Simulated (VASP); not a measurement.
# HgS2 (C2/m) in VASP: notebook, part 2 of 2

VASP 6.6.1. Earlier steps stand in the parts before.

## 4. Relaxation of cell and atoms, PBE

File INCAR:

```
SYSTEM = HgS2
PREC = Accurate ; ENCUT = 600
EDIFF = 1E-7 ; ISMEAR = 0
SIGMA = 0.02 ; LREAL = .False.
LASPH = .True. ; NELM = 80
ALGO = Normal ; ISIF = 3
LWAVE = .False. ; LCHARG = .False.
GGA = PE ; IBRION = 2
NSW = 100 ; EDIFFG = -0.01
```

File KPOINTS:

```
regular mesh
0
Gamma
  8 8 6
  0 0 0
```

File POSCAR:

```
HgS2
1.0
    3.4442984382     -2.4940502568      0.0000000000
    3.4442984382      2.4940502568      0.0000000000
   -2.8839815760      0.0000000000      4.8189217942
Hg S
1 2
Direct
    0.0000000000      0.0000000000      0.0000000000
    0.8501833680      0.8501833680      0.3045357518
    0.1498166320      0.1498166320      0.6954642482
```

Potentials or basis: VASP PAW PBE potentials, release 64 (Hg, S).

Launch:

```bash
$ cat potpaw_PBE.64/Hg/POTCAR potpaw_PBE.64/S/POTCAR > POTCAR
$ mpirun -np 1 vasp_std > vasp.out
```

OUTCAR:

```text
SYSTEM = HgS2
   PREC = Accurate
   ENCUT = 600
   EDIFF = 1E-7
   ISMEAR = 0
   LREAL = .False.
   LASPH = .True.
   NELM = 80
   ISIF = 3
   GGA = PE
   IBRION = 2
   NSW = 100
   EDIFFG = -0.01

 ion  position               nearest neighbor table
   1  0.000  0.000  0.000-   2 2.41   3 2.41   2 3.28   2 3.28   3 3.28   3 3.28
   2  0.850  0.850  0.305-   3 2.10   1 2.41   1 3.28   1 3.28
   3  0.150  0.150  0.695-   2 2.10   1 2.41   1 3.28   1 3.28

  LATTYP: Found a base centered monoclinic cell.
 ALAT       =     6.8885968764
 B/A-ratio  =     0.7241098010
 C/A-ratio  =     0.8152590848
 COS(beta)  =    -0.5135302890

  Lattice vectors:

[... 403 lines left out ...]

 number of electron      24.0000001 magnetization

 Free energy of the ion-electron system (eV)
  ---------------------------------------------------
  ext. energy  EPLUGINS =         0.00000000
  ---------------------------------------------------
  free energy    TOTEN  =        -8.32190950 eV

  energy without entropy =       -8.32190950  energy(sigma->0) =       -8.32190950

 E-fermi :   2.0606     XC(G=0):  -8.5225

 val. band max:        1.9567552448   @ k =   0.5000   0.5000   0.0000
 cond. band min:       2.6423004327   @ k =   0.1250   0.1250   0.3333
 fundamental gap:      0.6855451879
 Fermi energy:         2.0606431455

 k-point     1 :       0.0000    0.0000    0.0000
  band No.  band energies     occupation
      1     -13.2697      2.00000
      2      -8.9155      2.00000
      3      -5.9617      2.00000
      4      -5.2508      2.00000
      5      -5.1125      2.00000
      6      -4.6550      2.00000
[... 433 lines left out ...]
      3      -5.7190      2.00000
      4      -5.1971      2.00000
      5      -5.0044      2.00000
      6      -4.6485      2.00000
[... 8 lines left out ...]
     15       6.2533      0.00000
     16       7.6607      0.00000

 [... further k-points ...]
[... 5 lines left out ...]
  --------------------------------------------------------------------------------------
  -------------------------------------------------------------------------------------
  Total       -0.0267664      0.0103143     -0.0112263      0.0000000      0.0000000     -0.0029344
  in kB       -0.5168127      0.1991509     -0.2167606      0.0000000      0.0000000     -0.0566574
  external PRESSURE =      -0.1781408 kB  Pullay stress =       0.0000000 kB
[... 18 lines left out ...]
  FREE ENERGIE OF THE ION-ELECTRON SYSTEM (eV)
  ---------------------------------------------------
  free  energy   TOTEN  =        -8.3219094995 eV

  energy  without entropy=       -8.3219094995  energy(sigma->0) =       -8.32190950

 reached required accuracy - stopping structural energy minimisation
```

OSZICAR:

```text
N       E                     dE             d eps       ncg     rms          rms(c)
DAV:   1     0.167169887265E+03    0.16717E+03   -0.12235E+04  3648   0.148E+03
DAV:   2     0.223603264335E+00   -0.16695E+03   -0.16315E+03  4440   0.303E+02
[... 54 lines left out ...]
   6 F= -.83218892E+01 E0= -.83218892E+01  d E =-.159153E-04
       N       E                     dE             d eps       ncg     rms          rms(c)
DAV:   1    -0.832193649836E+01   -0.47283E-04   -0.24838E-03  3656   0.381E-01    0.333E-02
DAV:   2    -0.832191745597E+01    0.19042E-04   -0.47808E-05  4896   0.714E-02    0.185E-02
DAV:   3    -0.832190987532E+01    0.75807E-05   -0.10154E-05  4144   0.289E-02    0.822E-03
DAV:   4    -0.832190942051E+01    0.45481E-06   -0.17671E-06  4496   0.119E-02    0.331E-03
DAV:   5    -0.832190949948E+01   -0.78968E-07   -0.11867E-07  1920   0.336E-03
   7 F= -.83219095E+01 E0= -.83219095E+01  d E =-.203177E-04
```

Wall time 11 min (1 thread of AMD EPYC 7R13 (Zen 3), shared host); peak memory 0.34 GiB.

What came out:

| Property | Result |
| --- | --- |
| Free energy | -8.3219 eV |
| Relaxed volume | 27.66 Å³/atom |
| Relaxed cell | a = 4.257 Å, b = 4.257 Å, c = 5.631 Å, α = 114.75°, β = 114.75°, γ = 71.80° |
| Space group after relaxing (to 0.1 Å) | C2/m (No. 12) |
| Energy gained by relaxing | 0.4 meV/atom |
| Ionic steps | 7 |
| Pressure after relaxing | 0.0 GPa |
| Largest force after relaxing | 0.006 eV/Å |
| Band gap on the k mesh | 0.69 eV (least direct gap 1.03 eV) |

Forces on the atoms (eV/Å):
```
Hg   0.000  0.000  0.000
S   -0.003  0.000  0.005
S    0.003  0.000 -0.005
```

The path:
```tsv
step	energy change (eV)	largest force (eV/Å)	pressure (GPa)	volume (Å³)
1	0.0000	0.1473	0.13	82.79
2	-0.0005	0.1195	-0.04	83.06
3	-0.0013	0.0106	0.03	82.94
4	-0.0013	0.0115	0.02	82.95
5	-0.0013	0.0042	-0.03	83.00
6	-0.0013	0.0033	-0.03	82.99
7	-0.0013	0.0056	-0.02	82.98
```

Final structure:
```
Hg S
1.0
     3.44821   -2.49612   -0.00836
     3.44821    2.49612   -0.00836
    -2.89894    0.00000    4.82738
Hg S
1 2
Direct
  0.00000 0.00000 0.00000
  0.85037 0.85037 0.30538
  0.14963 0.14963 0.69462
```

Levels at points of the mesh, in eV from the valence-band top:
| k point | band 9 | band 10 | band 11 | band 12 | band 13 | band 14 | band 15 | band 16 |
| --- | --- | --- | --- | --- | --- | --- | --- | --- |
| (0.00, 0.00, 0.00) | -3.67 | -2.75 | -1.75 | -0.42 | 1.55 | 2.79 | 4.16 | 4.64 |
| (0.50, 0.00, 0.00) | -4.52 | -3.42 | -3.24 | 0.00 | 1.21 | 2.45 | 4.28 | 6.57 |
| (0.50, 0.50, 0.00) | -4.53 | -3.97 | -3.35 | 0.00 | 1.60 | 2.51 | 4.77 | 5.27 |
| (0.00, 0.00, 0.50) | -4.07 | -2.57 | -1.66 | -0.40 | 0.95 | 2.78 | 3.60 | 4.20 |
| (0.50, 0.00, 0.50) | -5.20 | -2.39 | -1.87 | -1.18 | 1.65 | 3.16 | 4.02 | 5.51 |
| (0.50, 0.50, 0.50) | -4.99 | -2.86 | -1.91 | -1.83 | 1.26 | 2.72 | 3.67 | 6.72 |

Caveat: spin-orbit coupling is left out, which moves the levels of the heavy elements. A k mesh can miss the band edges.

## 5. The runs side by side

| task | cell | k mesh | cutoff (eV) | smearing | gap on the mesh (eV) | pressure (GPa) | largest force (eV/Å) |
| --- | --- | --- | --- | --- | --- | --- | --- |
| single point | a = 4.252, b = 4.252, c = 5.616 Å, angles 114.6, 114.6, 71.8°, 3 atoms, atomic positions A | 6 × 6 × 4 | 520 | gaussian 0.1 eV | 0.83 | 0.1 | 0.14 |
| single point | a = 4.251, b = 4.251, c = 5.613 Å, angles 114.6, 114.6, 71.9°, 3 atoms, atomic positions B | 8 × 8 × 6 | 520 | gaussian 0.02 eV | 0.71 | 0.1 | 0.14 |
| relaxation of cell and atoms | relaxed from a = 4.252, b = 4.252, c = 5.616 Å, angles 114.6, 114.6, 71.8°, 3 atoms, atomic positions A | 8 × 8 × 6 | 600 | gaussian 0.02 eV | 0.69 | 0.0 | 0.01 |

Alike in all rows: level PBE; potentials or basis VASP PAW PBE potentials, release 64 (Hg, S); no spin polarisation.

Caveats: spin-orbit coupling is left out, which moves the levels of the heavy elements.

Absolute energies hang on the potentials; compare differences alone.
